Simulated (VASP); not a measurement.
# TaN (P1) in VASP: single point with PBEsol

Aim: the single point of TaN with PBEsol.

Program: VASP 6.6.1. These are calculated values, not measurements. Logs are shortened: lines on timing, memory, paths and dates and some standing lists are left out, and cuts for length are marked.

## Step 1: The cell of the first run

The typed cell holds 4 atoms: a = 3.050 Å, b = 3.050 Å, c = 4.940 Å, α = 90.00°, β = 90.00°, γ = 120.00°.

## Step 2: Single point, PBEsol (one atom moved)

File INCAR:

```
  PREC = Accurate
  ENCUT = 520
  EDIFF = 1E-6
  ISMEAR = 0
  SIGMA = 0.1
  LREAL = F
  LASPH = T
  NELM = 60
  ALGO = Normal
  ISIF = 2
  LWAVE = F
  LCHARG = T
  GGA = PS
  LELF = T
  LVHAR = T
  NBANDS = 24
```

File KPOINTS:

```
Automatic mesh
0
Gamma
  15 15 8
```

File POSCAR:

```
TaN
1.0
    3.0500010905      0.0000000000      0.0000000000
   -1.5250005453      2.6413784260      0.0000000000
    0.0000000000      0.0000000000      4.9400000000
Ta N
2 2
Direct
    0.3333333333      0.6666666667      0.0000000000
    0.6666666667      0.3333333333      0.5000000000
    0.3508975598      0.7186016710      0.3961336032
    0.6666666667      0.3333333333      0.8850000000
```

Potentials or basis: VASP PAW PBE potentials, release 64 (Ta_pv, N).

Command:

```
$ cat potpaw_PBE.64/Ta_pv/POTCAR potpaw_PBE.64/N/POTCAR > POTCAR
$ mpirun -np 1 vasp_std > vasp.out
```

OUTCAR:

```text
PREC = Accurate
   ENCUT = 520
   EDIFF = 1E-6
   ISMEAR = 0
   LREAL = F
   LASPH = T
   NELM = 60
   ISIF = 2
   GGA = PS

 ion  position               nearest neighbor table
   1  0.333  0.667  0.000-   4 1.85   4 1.85   4 1.85   3 1.96   2 3.03   2 3.03   2 3.03   2 3.03
                             2 3.03   2 3.03
   2  0.667  0.333  0.500-   3 1.70   3 1.88   4 1.90   3 1.92   1 3.03   1 3.03   1 3.03   1 3.03
                             1 3.03   1 3.03
   3  0.351  0.719  0.396-   2 1.70   2 1.88   2 1.92   1 1.96
   4  0.667  0.333  0.885-   1 1.85   1 1.85   1 1.85   2 1.90

  LATTYP: Found a hexagonal cell.
 ALAT       =     3.0500010905
 C/A-ratio  =     1.6196715520

  Lattice vectors:

 A1 = (   3.0500010905,   0.0000000000,   0.0000000000)
 A2 = (  -1.5250005453,   2.6413784260,   0.0000000000)
 A3 = (   0.0000000000,   0.0000000000,   4.9400000000)

Analysis of symmetry for initial positions (statically):
=====================================================================
 Subroutine PRICEL returns:
 Original cell was already a primitive cell.

 Routine SETGRP: Setting up the symmetry group for a
 hexagonal supercell.

 Subroutine GETGRP returns: Found  1 space group operations
 (whereof  1 operations were pure point group operations)
 out of a pool of 24 trial point group operations.

The static configuration has the point symmetry C_1 .

Analysis of symmetry for dynamics (positions and initial velocities):
=====================================================================
 Subroutine PRICEL returns:
 Original cell was already a primitive cell.

 Routine SETGRP: Setting up the symmetry group for a
 hexagonal supercell.

 Subroutine GETGRP returns: Found  1 space group operations
 (whereof  1 operations were pure point group operations)
 out of a pool of 24 trial point group operations.

The dynamic configuration has the point symmetry C_1 .

 Subroutine INISYM returns: Found  1 space group operations
 (whereof  1 operations are pure point group operations),
 and found     1 'primitive' translations

----------------------------------------------------------------------------------------

                                     Primitive cell

  volume of cell :      39.7977

  direct lattice vectors                    reciprocal lattice vectors
     3.050001090  0.000000000  0.000000000     0.327868735  0.189295103  0.000000000
    -1.525000545  2.641378426  0.000000000     0.000000000  0.378590205  0.000000000
     0.000000000  0.000000000  4.940000000     0.000000000  0.000000000  0.202429150

  length of vectors
     3.050001090  3.050001091  4.940000000     0.378590205  0.378590205  0.202429150

  position of ions in fractional coordinates (direct lattice)
     0.333333333  0.666666667  0.000000000
     0.666666667  0.333333333  0.500000000
     0.350897560  0.718601671  0.396133603
     0.666666667  0.333333333  0.885000000

  ion indices of the primitive-cell ions
   primitive index   ion index
                 1           1
                 2           2
                 3           3
                 4           4

----------------------------------------------------------------------------------------

 KPOINTS: Automatic mesh

Automatic generation of k-mesh.
 Grid dimensions read from file:
 generate k-points for:   15   15    8

 Generating k-lattice:

  Cartesian coordinates                     Fractional coordinates (reciprocal lattice)
     0.021857916  0.012619674  0.000000000     0.066666667  0.000000000  0.000000000
     0.000000000  0.025239347  0.000000000     0.000000000  0.066666667  0.000000000
     0.000000000  0.000000000  0.025303644     0.000000000  0.000000000  0.125000000

  Length of vectors
     0.025239347  0.025239347  0.025303644

  Shift w.r.t. Gamma in fractional coordinates (k-lattice)
     0.000000000  0.000000000  0.000000000

 Subroutine IBZKPT returns following result:
 ===========================================

 Found    901 irreducible k-points:

 Following reciprocal coordinates:
            Coordinates               Weight
  0.000000  0.000000  0.000000      1.000000
  0.066667  0.000000  0.000000      2.000000
  0.000000  0.066667  0.000000      2.000000
 -0.066667  0.066667  0.000000      2.000000
  0.133333 -0.000000  0.000000      2.000000
  0.000000  0.133333  0.000000      2.000000
[... 16 lines left out ...]
  0.066667  0.066667  0.000000      2.000000
 -0.066667  0.133333  0.000000      2.000000
 [... further k-points ...]
   k-points           NKPTS =    901   k-points in BZ     NKDIM =    901   number of bands    NBANDS=     24
   number of dos      NEDOS =    301   number of ions     NIONS =      4
   total plane-waves  NPLWV =  23040
   dimension x,y,z NGX =    24 NGY =   24 NGZ =   40
   dimension x,y,z NGXF=    48 NGYF=   48 NGZF=   80
   ions per type =               2   2
   NGX,Y,Z   is equivalent  to a cutoff of  13.08, 13.08, 13.46 a.u.
   NGXF,Y,Z  is equivalent  to a cutoff of  26.16, 26.16, 26.92 a.u.
 SYSTEM =  unknown system
   PREC   = accura    normal or accurate (medium, high low for compatibility)
   ISTART =      0    job   : 0-new  1-cont  2-samecut
   ICHARG =      2    charge: 1-file 2-atom 10-const
   ISPIN  =      1    spin polarized calculation?
   LNONCOLLINEAR =      F non collinear calculations
   LSORBIT =      F    spin-orbit coupling
   LASPH  =      T    aspherical Exc in radial PAW
   ENCUT  =  520.0 eV  38.22 Ry    6.18 a.u.   5.67  5.67  9.19*2*pi/ulx,y,z
   NELM   =     60;   NELMIN=  2; NELMDL= -5     # of ELM steps
   EDIFF  = 0.1E-05   stopping-criterion for ELM
   LREAL  =      F    real-space projection
   EDIFFG = 0.1E-04   stopping-criterion for IOM
   NSW    =      0    number of steps for IOM
   IBRION =     -1    ionic relax: 0-MD 1-quasi-New 2-CG
   NFREE  =      0    steps in history (QN), initial steepest desc. (CG)
   ISIF   =      2    stress and relaxation
   ISYM   =      2    0-nonsym 1-usesym 2-fastsym
   POTIM  = 0.5000    time-step for ionic-motion
   TEBEG  =    0.0;   TEEND  =   0.0 temperature during run
   PSTRESS=    0.0 pullay stress
   NELECT =      32.0000    total number of electrons
   NUPDOWN=      -1.0000    fix difference up-down
   EMIN   =  10.00;   EMAX   =-10.00  energy-range for DOS
   EFERMI =   0.00;   METHOD = LEGACY
   ISMEAR =     0;   SIGMA  =   0.10  broadening in eV -4-tet -1-fermi 0-gaus
   EFERMI_NEDOS =   21; number of points for ismear=-14 and -15
   IALGO  =     38    algorithm
   IMIX   =      4    mixing-type and parameters
     AMIX     =   0.40;   BMIX     =  1.00
     AMIX_MAG =   1.60;   BMIX_MAG =  1.00
  volume/ion in A,a.u.               =       9.95        67.14
  Fermi-wavevector in a.u.,A,eV,Ry     =   1.522319  2.876766 31.530886  2.317455
  Thomas-Fermi vector in A             =   2.630914
   LORBIT       =      0    0 simple, 1 ext, 2 COOP (PROOUT), +10 PAW based schemes
   GGA     = PS    functional components
   LHFCALC =     F    Hartree Fock is set to
   AEXX    =    0.0000 exact exchange contribution
   IVDW    =     0    specifies the selected vdW correction
   LEPSILON=     F    determine dielectric tensor
   LRPA    =     F    only Hartree local field effects (RPA)
 non-spin polarized calculation
 Gauss-broadening in eV      SIGMA  =   0.10
  energy-cutoff  :      520.00
  volume of cell :       39.80
 maximum number of plane-waves:      1093
   NGX = 11   NGY = 11   NGZ = 19

 number of electron      32.0000002 magnetization

 Free energy of the ion-electron system (eV)
  ---------------------------------------------------
  ext. energy  EPLUGINS =         0.00000000
  ---------------------------------------------------
  free energy    TOTEN  =       -40.25274721 eV

  energy without entropy =      -40.24439992  energy(sigma->0) =      -40.24857356

 E-fermi :   9.5966     XC(G=0): -13.6918

 val. band max:        9.5955329660   @ k =   0.4000   0.4667  -0.1250
 cond. band min:       9.5978221349   @ k =   0.0667  -0.4000   0.3750
 fundamental gap:      0.0022891688
 Fermi energy:         9.5966078861

 k-point     1 :       0.0000    0.0000    0.0000
  band No.  band energies     occupation
      1     -26.4265      2.00000
      2     -25.5735      2.00000
      3     -25.2954      2.00000
      4     -25.2540      2.00000
      5     -25.0548      2.00000
      6     -25.0293      2.00000
[... 16 lines left out ...]
     23      16.6643      0.00000
     24      16.8424      0.00000

 k-point     2 :       0.0667    0.0000    0.0000
  band No.  band energies     occupation
      1     -26.4116      2.00000
      2     -25.5979      2.00000
      3     -25.3371      2.00000
      4     -25.2723      2.00000
      5     -25.0811      2.00000
      6     -25.0475      2.00000
[... 16 lines left out ...]
     23      16.6192      0.00000
     24      16.9196      0.00000

 k-point     3 :       0.0000    0.0667    0.0000
  band No.  band energies     occupation
      1     -26.4115      2.00000
      2     -25.6240      2.00000
      3     -25.3099      2.00000
      4     -25.3036      2.00000
      5     -25.0638      2.00000
      6     -25.0392      2.00000
[... 16 lines left out ...]
     23      16.6396      0.00000
     24      16.8823      0.00000
[... 514 lines left out ...]
 k-point    23 :       0.0667    0.0667    0.0000
  band No.  band energies     occupation
      1     -26.3834      2.00000
      2     -25.6992      2.00000
      3     -25.4122      2.00000
      4     -25.3211      2.00000
      5     -25.0982      2.00000
      6     -25.0582      2.00000
[... 16 lines left out ...]
     23      16.5938      0.00000
     24      17.0957      0.00000

 k-point    24 :      -0.0667    0.1333    0.0000
  band No.  band energies     occupation
      1     -26.3831      2.00000
      2     -25.6874      2.00000
      3     -25.4107      2.00000
      4     -25.3214      2.00000
      5     -25.0916      2.00000
      6     -25.0742      2.00000
[... 16 lines left out ...]
     23      16.6475      0.00000
     24      17.0497      0.00000

 [... further k-points ...]

------------------------ aborting loop because EDIFF is reached ----------------------------------------

  FORCE on cell =-STRESS in cart. coord.  units (eV):
  Direction    XX          YY          ZZ          XY          YZ          ZX
  --------------------------------------------------------------------------------------
  -------------------------------------------------------------------------------------
  Total       30.8518862     43.4774918     25.5163798      1.0519032      3.2313602     -0.3485308
  in kB     1242.0375710   1750.3201558   1027.2403500     42.3475968    130.0883434    -14.0311800
  external PRESSURE =    1339.8660256 kB  Pullay stress =       0.0000000 kB

 VOLUME and BASIS-vectors are now :
 -----------------------------------------------------------------------------
  energy-cutoff  :      520.00
  volume of cell :       39.80
      direct lattice vectors                 reciprocal lattice vectors
     3.050001090  0.000000000  0.000000000     0.327868735  0.189295103  0.000000000
    -1.525000545  2.641378426  0.000000000     0.000000000  0.378590205  0.000000000
     0.000000000  0.000000000  4.940000000     0.000000000  0.000000000  0.202429150

 POSITION                                       TOTAL-FORCE (eV/Angst)
 -----------------------------------------------------------------------------------
     -0.00000      1.76092      0.00000         0.014525     -0.162198      3.648248
      1.52500      0.88046      2.47000        -0.557371      6.434377      2.748634
     -0.02563      1.89810      1.95690         0.560819     -6.380415     -4.285269
      1.52500      0.88046      4.37190        -0.017972      0.108236     -2.111613
 -----------------------------------------------------------------------------------
    total drift:                               -0.000151      0.000358      0.001149

  FREE ENERGIE OF THE ION-ELECTRON SYSTEM (eV)
  ---------------------------------------------------
  free  energy   TOTEN  =       -40.2527472073 eV

  energy  without entropy=      -40.2443999192  energy(sigma->0) =      -40.24857356
```

It took 6.3 min on 1 thread of AMD EPYC 9R45 (Zen 5), shared host; peak memory 0.72 GiB.

What came out:

| Quantity | Value |
| --- | --- |
| Free energy | -40.2527 eV |
| Pressure | 134.0 GPa |
| Largest force | 7.706 eV/Å |
| Band gap on the k mesh | zero (band 16 reaches 10.67 eV, above the bottom of band 17 at 8.12 eV) |

Forces on the atoms (eV/Å):
```
Ta   0.015 -0.162  3.648
Ta  -0.557  6.434  2.749
N    0.561 -6.380 -4.285
N   -0.018  0.108 -2.112
```

Stress tensor (GPa, compression positive):
```
124.20   4.23  -1.40
  4.23 175.03  13.01
 -1.40  13.01 102.72
```

Levels at points of the mesh, in eV from the Fermi level:
| k point | band 13 | band 14 | band 15 | band 16 | band 17 | band 18 | band 19 | band 20 |
| --- | --- | --- | --- | --- | --- | --- | --- | --- |
| (0.00, 0.00, 0.00) | -7.78 | -7.59 | -0.95 | -0.67 | -0.37 | 2.52 | 2.63 | 2.72 |
| (0.00, 0.00, 0.50) | -8.40 | -8.22 | 0.73 | 1.08 | 1.15 | 1.60 | 1.84 | 2.21 |

Caveat: the cell differs from its parent crystal (one atom moved); the PAW data sets were made with another functional, which shifts forces and pressure a little; spin-orbit coupling is left out, which moves the levels of the heavy elements.
